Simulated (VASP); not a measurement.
# Ta3Si (Fm-3m) in VASP: single point with r2SCAN

Aim: the single point of Ta3Si with r2SCAN.

All numbers are computed with VASP 6.6.1; they aren't measurements. Logs are shortened: lines on timing, memory, paths and dates and some standing lists are left out, and cuts for length are marked.

## Step 1: The cell of the first run

The structure is cubic, space group Fm-3m (No. 225). Conventional cell: a = 6.423 Å, b = 6.423 Å, c = 6.423 Å, α = 90.00°, β = 90.00°, γ = 90.00°. Ta (site symmetry -43m) has 10 Ta at 2.78 to 3.21 Å and 4 Si at 2.78 Å within 3.7 Å. Ta (site symmetry m-3m) has 8 Ta at 2.78 Å and 6 Si at 3.21 Å within 3.7 Å. Si (site symmetry m-3m) has 14 Ta at 2.78 to 3.21 Å within 3.7 Å.

## Step 2: Single point, r2SCAN

The input, POSCAR:

```
Ta3Si
1.0
    0.0000000000      3.2113035049      3.2113035049
    3.2113035049      0.0000000000      3.2113035049
    3.2113035049      3.2113035049      0.0000000000
Ta Si
3 1
Direct
    0.2500000000      0.2500000000      0.2500000000
    0.7500000000      0.7500000000      0.7500000000
    0.5000000000      0.5000000000      0.5000000000
    0.0000000000      0.0000000000      0.0000000000
```

The input, INCAR.step1:

```
SYSTEM = Ta3Si
PREC = Accurate
ENCUT = 520
ISMEAR = 0
SIGMA = 0.1
LREAL = .FALSE.
LASPH = .TRUE.
NELM = 100
NBANDS = 26
GGA = PE
ALGO = Normal
EDIFF = 1E-4
LWAVE = .TRUE.
LCHARG = .FALSE.
```

The input, INCAR.step2:

```
SYSTEM = Ta3Si
PREC = Accurate
ENCUT = 520
EDIFF = 1E-6
ISMEAR = 0
SIGMA = 0.1
LREAL = .FALSE.
LASPH = .TRUE.
NELM = 100
ALGO = Normal
ISIF = 2
LWAVE = .FALSE.
LCHARG = .TRUE.
METAGGA = R2SCAN
LMIXTAU = .TRUE.
LELF = .TRUE.
LVHAR = .TRUE.
NBANDS = 26
ISTART = 1
```

The input, KPOINTS:

```
regular mesh
0
G
  6 6 6
  0 0 0
```

Potentials or basis: VASP PAW PBE potentials, release 64 (Ta_pv, Si).

Command:

```
> cat potpaw_PBE.64/Ta_pv/POTCAR potpaw_PBE.64/Si/POTCAR > POTCAR
> cp INCAR.step1 INCAR
> mpirun -np 1 vasp_std > vasp.out
> cp INCAR.step2 INCAR
> mpirun -np 1 vasp_std > vasp.out
```

OUTCAR:

```text
SYSTEM = Ta3Si
   PREC = Accurate
   ENCUT = 520
   EDIFF = 1E-6
   ISMEAR = 0
   LREAL = .FALSE.
   LASPH = .TRUE.
   NELM = 100
   ISIF = 2
   METAGGA = R2SCAN
   ISTART = 1

 ion  position               nearest neighbor table
   1  0.250  0.250  0.250-   4 2.78   4 2.78   4 2.78   3 2.78   4 2.78   3 2.78   3 2.78   3 2.78
                             2 3.21   2 3.21   2 3.21   2 3.21   2 3.21   2 3.21
   2  0.750  0.750  0.750-   3 2.78   3 2.78   3 2.78   3 2.78   4 2.78   4 2.78   4 2.78   4 2.78
                             1 3.21   1 3.21   1 3.21   1 3.21   1 3.21   1 3.21
   3  0.500  0.500  0.500-   1 2.78   1 2.78   1 2.78   1 2.78   2 2.78   2 2.78   2 2.78   2 2.78
                             4 3.21   4 3.21   4 3.21   4 3.21   4 3.21   4 3.21
   4  0.000  0.000  0.000-   2 2.78   2 2.78   2 2.78   1 2.78   2 2.78   1 2.78   1 2.78   1 2.78
                             3 3.21   3 3.21   3 3.21   3 3.21   3 3.21   3 3.21

  LATTYP: Found a face centered cubic cell.
 ALAT       =     6.4226070098

  Lattice vectors:

 A1 = (   0.0000000000,   3.2113035049,   3.2113035049)
 A2 = (   3.2113035049,   0.0000000000,   3.2113035049)
 A3 = (   3.2113035049,   3.2113035049,   0.0000000000)

Analysis of symmetry for initial positions (statically):
=====================================================================
 Subroutine PRICEL returns:
 Original cell was already a primitive cell.

 Routine SETGRP: Setting up the symmetry group for a
 face centered cubic supercell.

 Subroutine GETGRP returns: Found 48 space group operations
 (whereof 48 operations were pure point group operations)
 out of a pool of 48 trial point group operations.

The static configuration has the point symmetry O_h .

Analysis of symmetry for dynamics (positions and initial velocities):
=====================================================================
 Subroutine PRICEL returns:
 Original cell was already a primitive cell.

 Routine SETGRP: Setting up the symmetry group for a
 face centered cubic supercell.

 Subroutine GETGRP returns: Found 48 space group operations
 (whereof 48 operations were pure point group operations)
 out of a pool of 48 trial point group operations.

The dynamic configuration has the point symmetry O_h .

 Subroutine INISYM returns: Found 48 space group operations
 (whereof 48 operations are pure point group operations),
 and found     1 'primitive' translations

----------------------------------------------------------------------------------------

[... 88 lines left out ...]
   LREAL  =      F    real-space projection
   EDIFFG = 0.1E-04   stopping-criterion for IOM
   NSW    =      0    number of steps for IOM
   IBRION =     -1    ionic relax: 0-MD 1-quasi-New 2-CG
   NFREE  =      0    steps in history (QN), initial steepest desc. (CG)
   ISIF   =      2    stress and relaxation
   ISYM   =      2    0-nonsym 1-usesym 2-fastsym
   POTIM  = 0.5000    time-step for ionic-motion
   TEBEG  =    0.0;   TEEND  =   0.0 temperature during run
   PSTRESS=    0.0 pullay stress
   NELECT =      37.0000    total number of electrons
   NUPDOWN=      -1.0000    fix difference up-down
   EMIN   =  10.00;   EMAX   =-10.00  energy-range for DOS
   EFERMI =   0.00;   METHOD = LEGACY
   ISMEAR =     0;   SIGMA  =   0.10  broadening in eV -4-tet -1-fermi 0-gaus
   EFERMI_NEDOS =   21; number of points for ismear=-14 and -15
   IALGO  =     38    algorithm
   IMIX   =      4    mixing-type and parameters
     AMIX     =   0.40;   BMIX     =  1.00
     AMIX_MAG =   1.60;   BMIX_MAG =  1.00
  volume/ion in A,a.u.               =      16.56       111.74
  Fermi-wavevector in a.u.,A,eV,Ry     =   1.348292  2.547903 24.733924  1.817892
  Thomas-Fermi vector in A             =   2.475973
   LORBIT       =      0    0 simple, 1 ext, 2 COOP (PROOUT), +10 PAW based schemes
   METAGGA = R2SCAN    functional components
   LHFCALC =     F    Hartree Fock is set to
   AEXX    =    0.0000 exact exchange contribution
   IVDW    =     0    specifies the selected vdW correction
   LEPSILON=     F    determine dielectric tensor
   LRPA    =     F    only Hartree local field effects (RPA)
 non-spin polarized calculation
 Gauss-broadening in eV      SIGMA  =   0.10
  energy-cutoff  :      520.00
  volume of cell :       66.23
 maximum number of plane-waves:      1807
 NGX is ok and might be reduce to    36
   NGX = 17   NGY = 17   NGZ = 17

 number of electron      36.9999997 magnetization

 Free energy of the ion-electron system (eV)
  ---------------------------------------------------
  ext. energy  EPLUGINS =         0.00000000
  ---------------------------------------------------
  free energy    TOTEN  =      -154.61044409 eV

  energy without entropy =     -154.59520072  energy(sigma->0) =     -154.60282241

 E-fermi :   7.0519     XC(G=0): -13.5451

 val. band max:        7.0418176292   @ k =   0.5000   0.1667   0.0000
 cond. band min:       7.0831739281   @ k =   0.5000   0.3333   0.1667
 fundamental gap:      0.0413562989
 Fermi energy:         7.0518618854

 k-point     1 :       0.0000    0.0000    0.0000
  band No.  band energies     occupation
      1     -28.4313      2.00000
      2     -28.4313      2.00000
      3     -28.4313      2.00000
      4     -28.4279      2.00000
      5     -28.4279      2.00000
      6     -28.4279      2.00000
[... 453 lines left out ...]
     25      10.1030      0.00000
     26      11.9756      0.00000

------------------------ aborting loop because EDIFF is reached ----------------------------------------

  FORCE on cell =-STRESS in cart. coord.  units (eV):
  Direction    XX          YY          ZZ          XY          YZ          ZX
  --------------------------------------------------------------------------------------
  -------------------------------------------------------------------------------------
  Total        0.2695823      0.2695823      0.2695823      0.0000000      0.0000000     -0.0000000
  in kB        6.5212056      6.5212056      6.5212056      0.0000000      0.0000000     -0.0000000
  external PRESSURE =       6.5212056 kB  Pullay stress =       0.0000000 kB

 VOLUME and BASIS-vectors are now :
 -----------------------------------------------------------------------------
  energy-cutoff  :      520.00
  volume of cell :       66.23
      direct lattice vectors                 reciprocal lattice vectors
     0.000000000  3.211303505  3.211303505    -0.155700014  0.155700014  0.155700014
     3.211303505  0.000000000  3.211303505     0.155700014 -0.155700014  0.155700014
     3.211303505  3.211303505  0.000000000     0.155700014  0.155700014 -0.155700014

 POSITION                                       TOTAL-FORCE (eV/Angst)
 -----------------------------------------------------------------------------------
      1.60565      1.60565      1.60565         0.000000     -0.000000     -0.000000
      4.81696      4.81696      4.81696         0.000000      0.000000      0.000000
      3.21130      3.21130      3.21130        -0.000000      0.000000     -0.000000
      0.00000      0.00000      0.00000        -0.000000      0.000000     -0.000000
 -----------------------------------------------------------------------------------
    total drift:                                0.000000      0.000000      0.000000

  FREE ENERGIE OF THE ION-ELECTRON SYSTEM (eV)
  ---------------------------------------------------
  free  energy   TOTEN  =      -154.6104440914 eV

  energy  without entropy=     -154.5952007216  energy(sigma->0) =     -154.60282241
```

OUTCAR.step1:

```text
SYSTEM = Ta3Si
   PREC = Accurate
   ENCUT = 520
   ISMEAR = 0
   LREAL = .FALSE.
   LASPH = .TRUE.
[... 686 lines left out ...]
      4.81696      4.81696      4.81696         0.000000      0.000000     -0.000000
      3.21130      3.21130      3.21130         0.000000     -0.000000     -0.000000
      0.00000      0.00000      0.00000         0.000000     -0.000000     -0.000000
 -----------------------------------------------------------------------------------
    total drift:                                0.000000      0.000000      0.000000

  FREE ENERGIE OF THE ION-ELECTRON SYSTEM (eV)
  ---------------------------------------------------
  free  energy   TOTEN  =       -40.8708199507 eV

  energy  without entropy=      -40.8522678812  energy(sigma->0) =      -40.86154392
```

Wall time 70 s (1 thread of Intel Xeon Platinum 8559C (Emerald Rapids), shared host); peak memory 0.22 GiB.

What came out:

```
Free energy : -154.6104 eV
Pressure    : 0.7 GPa
```

Caveat: the PAW data sets were made with another functional, which shifts forces and pressure a little; spin-orbit coupling is left out, which moves the levels of the heavy elements.
